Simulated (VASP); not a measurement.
# Na7Bi (Fm-3m) in VASP: a series of runs

Runs on Na7Bi. Level: PBE. Tasks: vibrations by perturbation theory, single point.

Everything below comes from runs of VASP 6.6.1. Logs are shortened: lines on timing, memory, paths and dates and some standing lists are left out, and cuts for length are marked.

## Step 1: The cell of the first run

It takes space group Fm-3m (No. 225, cubic). The conventional cell has a = 10.180 Å, b = 10.180 Å, c = 10.180 Å, α = 90.00°, β = 90.00°, γ = 90.00°. Within 4.7 Å of Na (site symmetry mmm) lie 10 Na at 3.60 Å and 2 Bi at 3.60 Å. Within 4.7 Å of Na (site symmetry m-3m) lie 12 Na at 3.60 Å. Bi (site symmetry m-3m) has 12 Na at 3.60 Å within 4.7 Å.

## Step 2: Vibrations by perturbation theory, PBE

INCAR reads:

```
PREC = Accurate ; ENCUT = 500
EDIFF = 1E-8 ; ISMEAR = -1
SIGMA = 0.15 ; LREAL = False
LASPH = True ; NELM = 120
ALGO = Normal ; ISIF = 2
LWAVE = False ; LCHARG = True
GGA = PE ; NBANDS = 42
IBRION = 8 ; NSW = 1
GGA_COMPAT = False ; KPAR = 4
```

KPOINTS reads:

```
Automatic mesh
0
Gamma
  6 6 6
```

POSCAR reads:

```
Na7Bi
1.0
    0.0000000000      5.0899387762      5.0899387762
    5.0899387762      0.0000000000      5.0899387762
    5.0899387762      5.0899387762      0.0000000000
Na Bi
7 1
Direct
    0.5000000000      0.0000000000      0.0000000000
    0.0000000000      0.5000000000      0.5000000000
    0.0000000000      0.5000000000      0.0000000000
    0.5000000000      0.0000000000      0.5000000000
    0.0000000000      0.0000000000      0.5000000000
    0.5000000000      0.5000000000      0.0000000000
    0.5000000000      0.5000000000      0.5000000000
    0.0000000000      0.0000000000      0.0000000000
```

Potentials or basis: VASP PAW PBE potentials, release 64 (Na_pv, Bi_d).

Started as:

```bash
$ cat potpaw_PBE.64/Na_pv/POTCAR potpaw_PBE.64/Bi_d/POTCAR > POTCAR
$ mpirun -np 4 vasp_std > vasp.out
```

OUTCAR:

```text
PREC = Accurate
   ENCUT = 500
   EDIFF = 1E-8
   ISMEAR = -1
   LREAL = False
   LASPH = True
   NELM = 120
   ISIF = 2
   GGA = PE
   IBRION = 8
   NSW = 1

 ion  position               nearest neighbor table
   1  0.500  0.000  0.000-
   2  0.000  0.500  0.500-
   3  0.000  0.500  0.000-
   4  0.500  0.000  0.500-
   5  0.000  0.000  0.500-
   6  0.500  0.500  0.000-
   7  0.500  0.500  0.500-
   8  0.000  0.000  0.000-

  LATTYP: Found a face centered cubic cell.
 ALAT       =    10.1798775524

  Lattice vectors:

 A1 = (   0.0000000000,   5.0899387762,   5.0899387762)
 A2 = (   5.0899387762,   0.0000000000,   5.0899387762)
 A3 = (   5.0899387762,   5.0899387762,   0.0000000000)

Analysis of symmetry for initial positions (statically):
=====================================================================
 Subroutine PRICEL returns:
 Original cell was already a primitive cell.

 Routine SETGRP: Setting up the symmetry group for a
[... 976 lines left out ...]
  4X     0.244261    0.288121    0.019999    0.244261   -0.288121    0.019999   -0.030711    0.000000   -0.000045   -0.796413    0.000000   -0.153420   -0.026101   -0.020315   -0.017700   -0.026101    0.020315   -0.017700    0.239706    0.000000    0.302494    0.151097    0.000000   -0.153626
  4Y     0.223744    0.244187    0.017329   -0.223744    0.244187   -0.017329    0.000000   -0.119565    0.000000    0.000000   -0.976290    0.000000    0.017329    0.244187    0.223744   -0.017329    0.244187   -0.223744    0.000000   -0.021040    0.000000    0.000000    0.140146    0.000000
  4Z    -0.017700   -0.020315   -0.026101   -0.017700    0.020315   -0.026101   -0.000045    0.000000   -0.030711   -0.153420    0.000000   -0.796413    0.019999    0.288121    0.244261    0.019999   -0.288121    0.244261    0.302494    0.000000    0.239706   -0.153626    0.000000    0.151097
  5X     0.244261   -0.019999   -0.288121    0.244261   -0.019999    0.288121   -0.026101    0.017700   -0.020315   -0.026101    0.017700    0.020315   -0.796413    0.153420    0.000000   -0.030711    0.000045   -0.000000    0.239706   -0.302494    0.000000    0.151097    0.153626   -0.000000
  5Y     0.017700   -0.026101   -0.020315    0.017700   -0.026101    0.020315   -0.019999    0.244261   -0.288121   -0.019999    0.244261    0.288121    0.153420   -0.796413    0.000000    0.000045   -0.030711   -0.000000   -0.302494    0.239706    0.000000    0.153626    0.151097    0.000000
  5Z    -0.223744    0.017329    0.244187    0.223744   -0.017329    0.244187    0.017329   -0.223744    0.244187   -0.017329    0.223744    0.244187    0.000000    0.000000   -0.976290    0.000000    0.000000   -0.119565    0.000000    0.000000   -0.021040    0.000000    0.000000    0.140146
  6X     0.244261    0.019999    0.288121    0.244261    0.019999   -0.288121   -0.026101   -0.017700   -0.020315   -0.026101   -0.017700    0.020315   -0.030711   -0.000045    0.000000   -0.796413   -0.153420    0.000000    0.239706    0.302494    0.000000    0.151097   -0.153626    0.000000
  6Y    -0.017700   -0.026101   -0.020315   -0.017700   -0.026101    0.020315    0.019999    0.244261    0.288121    0.019999    0.244261   -0.288121   -0.000045   -0.030711   -0.000000   -0.153420   -0.796413    0.000000    0.302494    0.239706    0.000000   -0.153626    0.151097    0.000000
  6Z     0.223744    0.017329    0.244187   -0.223744   -0.017329    0.244187    0.017329    0.223744    0.244187   -0.017329   -0.223744    0.244187    0.000000    0.000000   -0.119565    0.000000    0.000000   -0.976290    0.000000    0.000000   -0.021040    0.000000    0.000000    0.140146
  7X    -0.020752    0.000000   -0.000000   -0.020752    0.000000   -0.000000    0.239364    0.000000   -0.302298    0.239364    0.000000    0.302298    0.239364   -0.302298    0.000000    0.239364    0.302298    0.000000   -0.852725    0.000000    0.000000   -0.063227    0.000000    0.000000
  7Y     0.000000    0.239364   -0.302298    0.000000    0.239364    0.302298    0.000000   -0.020752   -0.000000    0.000000   -0.020752   -0.000000   -0.302298    0.239364    0.000000    0.302298    0.239364    0.000000    0.000000   -0.852725    0.000000    0.000000   -0.063227    0.000000
  7Z     0.000000   -0.302298    0.239364    0.000000    0.302298    0.239364   -0.302298    0.000000    0.239364    0.302298    0.000000    0.239364   -0.000000   -0.000000   -0.020752   -0.000000   -0.000000   -0.020752    0.000000    0.000000   -0.852725    0.000000    0.000000   -0.063227
  8X     0.144918    0.000000    0.000000    0.144918    0.000000    0.000000    0.155970    0.000000    0.153837    0.155970    0.000000   -0.153837    0.155970    0.153837    0.000000    0.155970   -0.153837    0.000000   -0.058885   -0.000000    0.000000   -0.854832    0.000000    0.000000
  8Y     0.000000    0.155970    0.153837    0.000000    0.155970   -0.153837    0.000000    0.144918    0.000000    0.000000    0.144918    0.000000    0.153837    0.155970    0.000000   -0.153837    0.155970    0.000000   -0.000000   -0.058885    0.000000    0.000000   -0.854832    0.000000
  8Z     0.000000    0.153837    0.155970    0.000000   -0.153837    0.155970    0.153837    0.000000    0.155970   -0.153837    0.000000    0.155970    0.000000    0.000000    0.144918    0.000000    0.000000    0.144918    0.000000    0.000000   -0.058885    0.000000    0.000000   -0.854832

 Eigenvectors and eigenvalues of the dynamical matrix
 ----------------------------------------------------

   1 f  =    4.600559 THz    28.906167 2PiTHz  153.458143 cm-1    19.026376 meV
             X         Y         Z           dx          dy          dz
      0.000000  2.544969  2.544969    -0.153390    0.217628   -0.228505
      5.089939  2.544969  2.544969    -0.153390    0.217393    0.228281
      2.544969  0.000000  2.544969     0.145132   -0.230073   -0.152382
      2.544969  5.089939  2.544969     0.144897   -0.230073    0.152158
      2.544969  2.544969  0.000000    -0.083379    0.065241    0.000118
      2.544969  2.544969  5.089939     0.373408    0.369780    0.000118
      5.089939  5.089939  5.089939    -0.289425   -0.434116    0.000224
      0.000000  0.000000  0.000000     0.005356    0.008033   -0.000004
[... 243 lines left out ...]
  24 f/i=    0.017943 THz     0.112742 2PiTHz    0.598529 cm-1     0.074208 meV
             X         Y         Z           dx          dy          dz
      0.000000  2.544969  2.544969     0.000926   -0.001967    0.252850
      5.089939  2.544969  2.544969     0.000926    0.001422    0.252846
      2.544969  0.000000  2.544969    -0.000767   -0.000272    0.252842
      2.544969  5.089939  2.544969     0.002622   -0.000272    0.252854
      2.544969  2.544969  0.000000     0.000929   -0.000278    0.252417
      2.544969  2.544969  5.089939     0.000925   -0.000266    0.252417
      5.089939  5.089939  5.089939     0.000940   -0.000276    0.256500
      0.000000  0.000000  0.000000     0.002722   -0.000799    0.742310

--------------------------------------------------------------------------------------------------------

 ELASTIC MODULI CONTR FROM IONIC RELAXATION (kBar)
 Direction    XX          YY          ZZ          XY          YZ          ZX
 --------------------------------------------------------------------------------
 XX           0.0000      0.0000      0.0000      0.0000      0.0000      0.0000
 YY           0.0000      0.0000      0.0000      0.0000      0.0000      0.0000
 ZZ           0.0000      0.0000      0.0000      0.0000      0.0000      0.0000
 XY           0.0000      0.0000      0.0000      0.0000      0.0000      0.0000
 YZ           0.0000      0.0000      0.0000      0.0000      0.0000      0.0000
 ZX           0.0000      0.0000      0.0000      0.0000      0.0000      0.0000
 --------------------------------------------------------------------------------
```

OSZICAR:

```text
N       E                     dE             d eps       ncg     rms          rms(c)
DAV:   1     0.622523982652E+03    0.62252E+03   -0.33234E+04  1352   0.156E+03
DAV:   2     0.355393487109E+02   -0.58698E+03   -0.57566E+03  1344   0.446E+02
DAV:   3    -0.126806629247E+02   -0.48220E+02   -0.47105E+02  1574   0.157E+02
DAV:   4    -0.143356229793E+02   -0.16550E+01   -0.16462E+01  1442   0.272E+01
[... 83 lines left out ...]
RMM:  14    -0.346666407870E+00    0.74513E-07    0.12531E-07  4431   0.430E-05    0.681E-07
RMM:  15    -0.346666392468E+00    0.15402E-07    0.70600E-08  3450   0.375E-05    0.440E-07
RMM:  16    -0.346666378079E+00    0.14390E-07    0.39719E-08  3377   0.351E-05    0.121E-07
RMM:  17    -0.346666379423E+00   -0.13440E-08    0.18505E-08  3139   0.337E-05    0.203E-07
 Linear response finished
```

stdout:

```text
POSCAR found type information on POSCAR NaBi
 POSCAR found :  2 types and       8 ions
 scaLAPACK will be used
 LDA part: xc-table for (Slater+PW92), standard interpolation
 POSCAR, INCAR and KPOINTS ok, starting setup
 FFT: planning ... GRIDC
 FFT: planning ... GRID_SOFT
 FFT: planning ... GRID
 WAVECAR not read
 entering main loop
 Linear response reoptimize wavefunctions to high precision
 Linear response DOF=           4
 Linear response progress:
 first order change of Fermi-energy  -0.15843E-03
 force on displaced ion       1 direction 1 :  -0.976   0.000   0.000
 Linear response progress:
 first order change of Fermi-energy  -0.94371E-05
 force on displaced ion       1 direction 2 :  -0.000  -0.796   0.153
 Linear response progress:
 first order change of Fermi-energy   0.51965E-04
 force on displaced ion       7 direction 1 :  -0.853  -0.000  -0.000
 Linear response progress:
 first order change of Fermi-energy   0.14811E-03
 force on displaced ion       8 direction 1 :  -0.855   0.000  -0.000
 Linear response finished
```

It took 18 min on 4 MPI ranks of Intel Xeon Platinum 8124M at 3.00GHz (Skylake/Cascade Lake), shared host; peak memory 1.5 GiB.

Results:

```yaml
Highest_phonon_frequency_at_Γ: 153 cm⁻¹
```

Phonon frequencies in cm⁻¹ (negative: imaginary):
```tsv
q point	frequencies
(0.000, 0.000, 0.000)	-1 -1 -1 39 39 39 40 40 40 70 70 83 83 83 99 99 99 136 136 136 144 153 153 153
```

Caveat: spin-orbit coupling is left out, which moves the levels of the heavy elements.

## Step 3: Single point, PBE

This run uses another cell than the first one, of 32.80 Å³/atom.

POSCAR, as its differences from that of step 2:

```diff
@@ -2,5 +2,5 @@
 1.0
-    0.0000000000      5.0899387762      5.0899387762
-    5.0899387762      0.0000000000      5.0899387762
-    5.0899387762      5.0899387762      0.0000000000
+    0.0000000000      5.0813389000      5.0813389000
+    5.0813389000      0.0000000000      5.0813389000
+    5.0813389000      5.0813389000      0.0000000000
 Na Bi
```

INCAR.step1 reads:

```
PREC = Accurate
ENCUT = 520
EDIFF = 1E-7
ISMEAR = 0
SIGMA = 0.1
LREAL = False
LASPH = True
NELM = 80
ALGO = Fast
ISIF = 2
LWAVE = False
LCHARG = True
GGA = PE
NBANDS = 42
```

KPOINTS.step1 reads:

```
Automatic mesh
0
Gamma
  6 6 6
```

INCAR.step2 reads:

```
PREC = Accurate
ENCUT = 520
EDIFF = 1E-7
ISMEAR = -5
SIGMA = 0.1
LREAL = False
LASPH = True
NELM = 80
ALGO = Fast
ISIF = 2
LWAVE = False
LCHARG = False
GGA = PE
LORBIT = 10
NBANDS = 42
NEDOS = 2001
ICHARG = 11
```

KPOINTS.step2 reads:

```
Automatic mesh
0
Gamma
  9 9 9
```

Potentials or basis: VASP PAW PBE potentials, release 64 (Na_pv, Bi_d).

Started as:

```bash
$ cat potpaw_PBE.64/Na_pv/POTCAR potpaw_PBE.64/Bi_d/POTCAR > POTCAR
$ cp INCAR.step1 INCAR
$ cp KPOINTS.step1 KPOINTS
$ mpirun -np 1 vasp_std > vasp.out
$ cp INCAR.step2 INCAR
$ cp KPOINTS.step2 KPOINTS
$ mpirun -np 1 vasp_std > vasp.out
```

OUTCAR:

```text
PREC = Accurate
   ENCUT = 520
   EDIFF = 1E-7
   ISMEAR = -5
   LREAL = False
   LASPH = True
   NELM = 80
   ISIF = 2
   GGA = PE
   LORBIT = 10
   ICHARG = 11

 ion  position               nearest neighbor table
   1  0.500  0.000  0.000-
   2  0.000  0.500  0.500-
   3  0.000  0.500  0.000-
   4  0.500  0.000  0.500-
   5  0.000  0.000  0.500-
   6  0.500  0.500  0.000-
   7  0.500  0.500  0.500-
   8  0.000  0.000  0.000-

  LATTYP: Found a face centered cubic cell.
 ALAT       =    10.1626778000
[... 1297 lines left out ...]
  energy-cutoff  :      520.00
  volume of cell :      262.40
      direct lattice vectors                 reciprocal lattice vectors
     0.000000000  5.081338900  5.081338900    -0.098399262  0.098399262  0.098399262
     5.081338900  0.000000000  5.081338900     0.098399262 -0.098399262  0.098399262
     5.081338900  5.081338900  0.000000000     0.098399262  0.098399262 -0.098399262

 POSITION                                       TOTAL-FORCE (eV/Angst)
 -----------------------------------------------------------------------------------
      0.00000      2.54067      2.54067        -0.000000     -0.000000     -0.000000
      5.08134      2.54067      2.54067         0.000000      0.000000     -0.000000
      2.54067      0.00000      2.54067         0.000000     -0.000000      0.000000
      2.54067      5.08134      2.54067        -0.000000      0.000000     -0.000000
      2.54067      2.54067      0.00000         0.000000     -0.000000      0.000000
      2.54067      2.54067      5.08134        -0.000000      0.000000     -0.000000
      5.08134      5.08134      5.08134         0.000000      0.000000      0.000000
      0.00000      0.00000      0.00000         0.000000      0.000000      0.000000
 -----------------------------------------------------------------------------------
    total drift:                               -0.000000      0.000000     -0.000000

  FREE ENERGIE OF THE ION-ELECTRON SYSTEM (eV)
  ---------------------------------------------------
  free  energy   TOTEN  =       -13.8606474395 eV

  energy  without entropy=      -13.8606474395  energy(sigma->0) =      -13.86064744

 total charge

# of ion       s       p       d       tot
------------------------------------------
    1        0.089   5.970   0.000   6.060
    2        0.089   5.970   0.000   6.060
    3        0.089   5.970   0.000   6.060
    4        0.089   5.970   0.000   6.060
    5        0.089   5.970   0.000   6.060
    6        0.089   5.970   0.000   6.060
    7        0.137   5.959   0.000   6.096
    8        1.499   1.421   9.878  12.799
--------------------------------------------------
tot          2.173  43.203   9.878  55.254
```

Run time: 6.9 min. Hardware: 1 thread of AMD EPYC 9R45 (Zen 5), shared host; peak memory 0.52 GiB.

What came out:

```
Valence electrons inside the program's atomic spheres : Na 6.06, 6.10 (each value once); Bi 12.80
```

Caveat: spin-orbit coupling is left out, which moves the levels of the heavy elements.
